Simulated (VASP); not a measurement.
A run of VASP 6.6.1 is set up as follows.

INCAR

```
SYSTEM = H
PREC = Accurate
ENCUT = 520
EDIFF = 1E-6
ISMEAR = -1
SIGMA = 0.05
LREAL = .False.
LASPH = .True.
NELM = 100
ALGO = Normal
ISIF = 2
LWAVE = .False.
LCHARG = .False.
GGA = PE
NBANDS = 8
```

File KPOINTS:

```
Automatic mesh
0
Gamma
  17 17 9
  0 0 0
```

POSCAR

```
H
1.0
    1.9193272223      0.0000000000      0.0000000000
   -0.9596636112      1.6621861327      0.0000000000
    0.0000000000      0.0000000000      1.8919284493
H
2
Direct
    0.3333333333      0.6666666667      0.2500000000
    0.6666666667      0.3333333333      0.7500000000
```

Potentials or basis: VASP PAW PBE potentials, release 64 (H).

Launch:

```bash
$ cat potpaw_PBE.64/H/POTCAR > POTCAR
$ mpirun -np 1 vasp_std > vasp.out
```

Q: What does it give for the band gap on the k mesh?

A: Zero (band 1 reaches 6.91 eV, above the bottom of band 2 at -1.06 eV).

Q: What does it give for the pressure?

A: 1.7 GPa.

Caveat: the k points lie up to 0.37 Å⁻¹ apart.
